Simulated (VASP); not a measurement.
# Si (Fd-3m) in VASP: single point with PBE

Aim: the single point of Si with PBE.

All numbers are computed with VASP 6.6.1; they aren't measurements. Logs are shortened: lines on timing, memory, paths and dates and some standing lists are left out, and cuts for length are marked.

### 1 The cell of the first run

It takes space group Fd-3m (No. 227, cubic). The conventional cell has a = 5.321 Å, b = 5.321 Å, c = 5.321 Å, α = 90.00°, β = 90.00°, γ = 90.00°. Within 3.0 Å of Si (site symmetry -43m) lie 4 Si at 2.30 Å.

### 2 Single point, PBE

File INCAR:

```
PREC = Accurate ; ENCUT = 500
EDIFF = 1E-6 ; ISMEAR = 0
SIGMA = 0.02 ; LREAL = False
LASPH = True ; NELM = 120
ALGO = Normal ; ISIF = 2
LWAVE = False ; LCHARG = True
GGA = PE ; LELF = True
LVHAR = True ; NBANDS = 11
GGA_COMPAT = False
```

File KPOINTS:

```
Automatic mesh
0
Gamma
  12 12 12
```

File POSCAR:

```
Si
1.0
    0.0000000000      2.6605631966      2.6605631966
    2.6605631966      0.0000000000      2.6605631966
    2.6605631966      2.6605631966      0.0000000000
Si
2
Direct
    0.5000000000      0.5000000000      0.5000000000
    0.7500000000      0.7500000000      0.7500000000
```

Potentials or basis: VASP PAW PBE potentials, release 64 (Si).

Run with:

```console
cat potpaw_PBE.64/Si/POTCAR > POTCAR
mpirun -np 1 vasp_std > vasp.out
```

OUTCAR:

```text
PREC = Accurate
   ENCUT = 500
   EDIFF = 1E-6
   ISMEAR = 0
   LREAL = False
   LASPH = True
   NELM = 120
   ISIF = 2
   GGA = PE

 ion  position               nearest neighbor table
   1  0.500  0.500  0.500-   2 2.30   2 2.30   2 2.30   2 2.30
   2  0.750  0.750  0.750-   1 2.30   1 2.30   1 2.30   1 2.30

  LATTYP: Found a face centered cubic cell.
 ALAT       =     5.3211263932

  Lattice vectors:

 A1 = (   0.0000000000,   2.6605631966,   2.6605631966)
 A2 = (   2.6605631966,   0.0000000000,   2.6605631966)
 A3 = (   2.6605631966,   2.6605631966,   0.0000000000)

Analysis of symmetry for initial positions (statically):
=====================================================================
 Subroutine PRICEL returns:
 Original cell was already a primitive cell.

 Routine SETGRP: Setting up the symmetry group for a
 face centered cubic supercell.

 Subroutine GETGRP returns: Found 48 space group operations
 (whereof 24 operations were pure point group operations)
 out of a pool of 48 trial point group operations.

The static configuration has the point symmetry T_d .
 The point group associated with its full space group is O_h .

Analysis of symmetry for dynamics (positions and initial velocities):
=====================================================================
 Subroutine PRICEL returns:
 Original cell was already a primitive cell.

 Routine SETGRP: Setting up the symmetry group for a
 face centered cubic supercell.

 Subroutine GETGRP returns: Found 48 space group operations
 (whereof 24 operations were pure point group operations)
 out of a pool of 48 trial point group operations.

The dynamic configuration has the point symmetry T_d .
 The point group associated with its full space group is O_h .

 Subroutine INISYM returns: Found 48 space group operations
 (whereof 24 operations are pure point group operations),
 and found     1 'primitive' translations

----------------------------------------------------------------------------------------

                                     Primitive cell

  volume of cell :      37.6661

  direct lattice vectors                    reciprocal lattice vectors
     0.000000000  2.660563197  2.660563197    -0.187930135  0.187930135  0.187930135
     2.660563197  0.000000000  2.660563197     0.187930135 -0.187930135  0.187930135
     2.660563197  2.660563197  0.000000000     0.187930135  0.187930135 -0.187930135

  length of vectors
     3.762604556  3.762604556  3.762604556     0.325504542  0.325504542  0.325504542

  position of ions in fractional coordinates (direct lattice)
     0.500000000  0.500000000  0.500000000
     0.750000000  0.750000000  0.750000000

  ion indices of the primitive-cell ions
   primitive index   ion index
                 1           1
                 2           2

----------------------------------------------------------------------------------------

 KPOINTS: Automatic mesh

Automatic generation of k-mesh.
 Grid dimensions read from file:
 generate k-points for:   12   12   12

 Generating k-lattice:

  Cartesian coordinates                     Fractional coordinates (reciprocal lattice)
    -0.015660845  0.015660845  0.015660845     0.083333333  0.000000000  0.000000000
     0.015660845 -0.015660845  0.015660845     0.000000000  0.083333333  0.000000000
     0.015660845  0.015660845 -0.015660845     0.000000000  0.000000000  0.083333333

  Length of vectors
     0.027125378  0.027125378  0.027125378

  Shift w.r.t. Gamma in fractional coordinates (k-lattice)
     0.000000000  0.000000000  0.000000000

 Subroutine IBZKPT returns following result:
 ===========================================

 Found     72 irreducible k-points:

 Following reciprocal coordinates:
            Coordinates               Weight
  0.000000  0.000000  0.000000      1.000000
  0.083333  0.000000  0.000000      8.000000
  0.166667  0.000000  0.000000      8.000000
  0.250000  0.000000  0.000000      8.000000
  0.333333  0.000000  0.000000      8.000000
  0.416667  0.000000  0.000000      8.000000
[... 16 lines left out ...]
  0.500000  0.166667  0.000000     24.000000
 -0.416667  0.166667  0.000000     24.000000
 [... further k-points ...]
   k-points           NKPTS =     72   k-points in BZ     NKDIM =     72   number of bands    NBANDS=     11
   number of dos      NEDOS =    301   number of ions     NIONS =      2
   total plane-waves  NPLWV =  21952
   dimension x,y,z NGX =    28 NGY =   28 NGZ =   28
   dimension x,y,z NGXF=    56 NGYF=   56 NGZF=   56
   ions per type =               2
   NGX,Y,Z   is equivalent  to a cutoff of  12.37, 12.37, 12.37 a.u.
   NGXF,Y,Z  is equivalent  to a cutoff of  24.74, 24.74, 24.74 a.u.
 SYSTEM =  unknown system
   PREC   = accura    normal or accurate (medium, high low for compatibility)
   ISTART =      0    job   : 0-new  1-cont  2-samecut
   ICHARG =      2    charge: 1-file 2-atom 10-const
   ISPIN  =      1    spin polarized calculation?
   LNONCOLLINEAR =      F non collinear calculations
   LSORBIT =      F    spin-orbit coupling
   LASPH  =      T    aspherical Exc in radial PAW
   ENCUT  =  500.0 eV  36.75 Ry    6.06 a.u.   6.86  6.86  6.86*2*pi/ulx,y,z
   NELM   =    120;   NELMIN=  2; NELMDL= -5     # of ELM steps
   EDIFF  = 0.1E-05   stopping-criterion for ELM
   LREAL  =      F    real-space projection
   EDIFFG = 0.1E-04   stopping-criterion for IOM
   NSW    =      0    number of steps for IOM
   IBRION =     -1    ionic relax: 0-MD 1-quasi-New 2-CG
   NFREE  =      0    steps in history (QN), initial steepest desc. (CG)
   ISIF   =      2    stress and relaxation
   ISYM   =      2    0-nonsym 1-usesym 2-fastsym
   POTIM  = 0.5000    time-step for ionic-motion
   TEBEG  =    0.0;   TEEND  =   0.0 temperature during run
   PSTRESS=    0.0 pullay stress
   NELECT =       8.0000    total number of electrons
   NUPDOWN=      -1.0000    fix difference up-down
   EMIN   =  10.00;   EMAX   =-10.00  energy-range for DOS
   EFERMI =   0.00;   METHOD = LEGACY
   ISMEAR =     0;   SIGMA  =   0.02  broadening in eV -4-tet -1-fermi 0-gaus
   EFERMI_NEDOS =   21; number of points for ismear=-14 and -15
   IALGO  =     38    algorithm
   IMIX   =      4    mixing-type and parameters
     AMIX     =   0.40;   BMIX     =  1.00
     AMIX_MAG =   1.60;   BMIX_MAG =  1.00
  volume/ion in A,a.u.               =      18.83       127.09
  Fermi-wavevector in a.u.,A,eV,Ry     =   0.976760  1.845809 12.980779  0.954060
  Thomas-Fermi vector in A             =   2.107404
   LORBIT       =      0    0 simple, 1 ext, 2 COOP (PROOUT), +10 PAW based schemes
   GGA     = PE    functional components
   LHFCALC =     F    Hartree Fock is set to
   AEXX    =    0.0000 exact exchange contribution
   IVDW    =     0    specifies the selected vdW correction
   LEPSILON=     F    determine dielectric tensor
   LRPA    =     F    only Hartree local field effects (RPA)
 non-spin polarized calculation
 Gauss-broadening in eV      SIGMA  =   0.02
  energy-cutoff  :      500.00
  volume of cell :       37.67
 maximum number of plane-waves:       982
   NGX = 13   NGY = 13   NGZ = 13

 number of electron       8.0000000 magnetization

 Free energy of the ion-electron system (eV)
  ---------------------------------------------------
  ext. energy  EPLUGINS =         0.00000000
  ---------------------------------------------------
  free energy    TOTEN  =       -10.76836061 eV

  energy without entropy =      -10.76836061  energy(sigma->0) =      -10.76836061

 E-fermi :   6.5541     XC(G=0):  -9.6507

 val. band max:        6.4618954797   @ k =   0.0000   0.0000   0.0000
 cond. band min:       6.9178240912   @ k =   0.4167   0.4167   0.0000
 fundamental gap:      0.4559286115
 Fermi energy:         6.5541245190

 k-point     1 :       0.0000    0.0000    0.0000
  band No.  band energies     occupation
      1      -5.9277      2.00000
      2       6.4619      2.00000
      3       6.4619      2.00000
      4       6.4619      2.00000
      5       9.0503      0.00000
      6       9.0503      0.00000
      7       9.0503      0.00000
      8      10.5562      0.00000
      9      14.2099      0.00000
     10      14.2099      0.00000
     11      14.6701      0.00000

 k-point     2 :       0.0833    0.0000    0.0000
  band No.  band energies     occupation
      1      -5.8318      2.00000
      2       5.5976      2.00000
      3       6.3088      2.00000
      4       6.3088      2.00000
      5       9.1762      0.00000
      6       9.2755      0.00000
      7       9.2755      0.00000
      8      11.1320      0.00000
      9      13.9267      0.00000
     10      13.9267      0.00000
     11      15.0730      0.00000

 k-point     3 :       0.1667    0.0000    0.0000
  band No.  band energies     occupation
      1      -5.5469      2.00000
      2       4.0283      2.00000
      3       5.9859      2.00000
      4       5.9859      2.00000
      5       9.0002      0.00000
      6       9.7316      0.00000
      7       9.7316      0.00000
      8      12.4850      0.00000
      9      13.5438      0.00000
     10      13.5438      0.00000
     11      15.8156      0.00000
[... 267 lines left out ...]
 k-point    23 :       0.5000    0.1667    0.0000
  band No.  band energies     occupation
      1      -3.2788      2.00000
      2      -0.3827      2.00000
      3       3.5624      2.00000
      4       4.5885      2.00000
      5       8.4976      0.00000
      6      10.7441      0.00000
      7      11.1295      0.00000
      8      13.0578      0.00000
      9      16.1053      0.00000
     10      17.1376      0.00000
     11      18.6481      0.00000

 k-point    24 :      -0.4167    0.1667    0.0000
  band No.  band energies     occupation
      1      -3.1521      2.00000
      2      -0.5576      2.00000
      3       3.3313      2.00000
      4       4.7860      2.00000
      5       8.6693      0.00000
      6      10.6802      0.00000
      7      10.8903      0.00000
      8      14.6807      0.00000
      9      15.3020      0.00000
     10      15.3937      0.00000
     11      17.9387      0.00000

 [... further k-points ...]

------------------------ aborting loop because EDIFF is reached ----------------------------------------

  FORCE on cell =-STRESS in cart. coord.  units (eV):
  Direction    XX          YY          ZZ          XY          YZ          ZX
  --------------------------------------------------------------------------------------
  -------------------------------------------------------------------------------------
  Total        2.0430298      2.0430298      2.0430298     -0.0000000     -0.0000000      0.0000000
  in kB       86.9029570     86.9029570     86.9029570     -0.0000000     -0.0000000      0.0000000
  external PRESSURE =      86.9029570 kB  Pullay stress =       0.0000000 kB

 VOLUME and BASIS-vectors are now :
 -----------------------------------------------------------------------------
  energy-cutoff  :      500.00
  volume of cell :       37.67
      direct lattice vectors                 reciprocal lattice vectors
     0.000000000  2.660563197  2.660563197    -0.187930135  0.187930135  0.187930135
     2.660563197  0.000000000  2.660563197     0.187930135 -0.187930135  0.187930135
     2.660563197  2.660563197  0.000000000     0.187930135  0.187930135 -0.187930135

 POSITION                                       TOTAL-FORCE (eV/Angst)
 -----------------------------------------------------------------------------------
      2.66056      2.66056      2.66056        -0.000000     -0.000000      0.000000
      3.99084      3.99084      3.99084         0.000000      0.000000     -0.000000
 -----------------------------------------------------------------------------------
    total drift:                                0.000000      0.000000     -0.000000

  FREE ENERGIE OF THE ION-ELECTRON SYSTEM (eV)
  ---------------------------------------------------
  free  energy   TOTEN  =       -10.7683606062 eV

  energy  without entropy=      -10.7683606062  energy(sigma->0) =      -10.76836061
```

Wall time 22 s (1 thread of Intel Xeon Platinum 8259CL at 2.50GHz (Skylake/Cascade Lake), shared host); peak memory 0.16 GiB.

Results:

| Quantity | Value |
| --- | --- |
| Free energy | -10.7684 eV |
| Pressure | 8.7 GPa |
| Band gap on the k mesh | 0.46 eV (least direct gap 2.59 eV) |

Levels at points of the mesh, in eV from the valence-band top:
| k point | band 2 | band 3 | band 4 | band 5 | band 6 | band 7 |
| --- | --- | --- | --- | --- | --- | --- |
| (0.00, 0.00, 0.00) | 0.00 | 0.00 | 0.00 | 2.59 | 2.59 | 2.59 |
| (0.50, 0.00, 0.00) | -7.27 | -1.25 | -1.25 | 1.76 | 3.31 | 3.31 |
| (0.50, 0.50, 0.00) | -8.02 | -3.01 | -3.01 | 0.58 | 0.58 | 10.65 |

Caveat: the cell stands under pressure.
